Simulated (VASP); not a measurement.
Set up this calculation in VASP 6.6.1, as the native input.

- Task: single point
- Functional: PBE
- Potentials or basis: VASP PAW PBE potentials, release 64 (Zr_sv, Si)
- Cutoff: 520 eV
- k mesh: 8 × 8 × 6
- Occupations: gaussian, width 0.1 eV
- Spin: no spin polarisation
- Dipole correction: no
- Further INCAR settings: ALGO = Fast; EDIFF = 1e-06; NBANDS = 39

The structure of Zr4Si3 lies in POSCAR:

```
Zr4Si3
1.0
    6.4916316614     -1.9313912011      0.0143895195
    6.4916316614      1.9313912011      0.0143895195
   -3.2442980677      0.0000000000      5.7505470473
Zr Si
4 3
Direct
    0.1221831123      0.1221831123      0.7676322079
    0.6181988768      0.6181988768      0.3122498978
    0.8778168877      0.8778168877      0.2323677921
    0.3818011232      0.3818011232      0.6877501022
    0.7626166929      0.7626166929      0.7718635346
    0.2373833071      0.2373833071      0.2281364654
    0.0000000000      0.0000000000      0.0000000000
```

One way to write it, as run:

INCAR

```
SYSTEM = Zr4Si3
PREC = Accurate ; ENCUT = 520
EDIFF = 1E-6 ; ISMEAR = 0
SIGMA = 0.1 ; LREAL = .False.
LASPH = .True. ; NELM = 60
ALGO = Fast ; ISIF = 2
LWAVE = .False. ; LCHARG = .False.
GGA = PE ; NBANDS = 39
```

KPOINTS

```
Automatic mesh
0
Gamma
  8 8 6
  0 0 0
```

Potentials or basis: VASP PAW PBE potentials, release 64 (Zr_sv, Si).

Command:

```bash
$ cat potpaw_PBE.64/Zr_sv/POTCAR potpaw_PBE.64/Si/POTCAR > POTCAR
$ mpirun -np 1 vasp_std > vasp.out
```

It gave:

```json
{"Pressure": "0.0 GPa", "Largest force": "0.005 eV/Å", "Band gap on the k mesh": "zero (bands 30 and 31 overlap by 0.67 eV)"}
```

Wall time 16 min on 1 thread of Intel(R) Xeon(R) 6975P-C (Granite Rapids) (shared host), peak memory 0.68 GiB.
